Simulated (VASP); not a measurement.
CdO: single point with PBE

CdO:

```xyz
2
Lattice="0.0000 2.3495 2.3495 2.3495 0.0000 2.3495 2.3495 2.3495 0.0000" Properties=species:S:1:pos:R:3 pbc="T T T"
Cd    0.0000    0.0000    0.0000
O     2.3495    2.3495    2.3495
```

```yaml
Program: VASP 6.6.1
Task: single point
Functional: PBE
Potentials_or_basis: VASP PAW PBE potentials, release 64 (Cd, O)
Cutoff: 600 eV
k_mesh: 8 × 8 × 8
Occupations: methfessel-paxton, width 0.05 eV
Spin: non-collinear spin, zero start, spin-orbit coupling
Starting_moments: "[[0.0, 0.0, 0.0], [0.0, 0.0, 0.0]] μB"
Dipole_correction: no
Further_INCAR_settings: ALGO = Normal; EDIFF = 1e-06; NBANDS = 30
```

| Quantity | Value |
| --- | --- |
| Pressure | 7.3 GPa |
| Net moment | 0.00 μB per cell |
| Valence electrons inside the program's atomic spheres | Cd 10.25; O 4.93 |

Moments on the atoms (μB; x, y, z):
```
Cd  0.00 0.00 0.00
O   0.00 0.00 0.00
```

Run time: 59 s on 1 thread of Intel Xeon 8259CL, with other jobs on the host, peak memory 0.26 GiB.

Caveat: the cell stands under pressure.
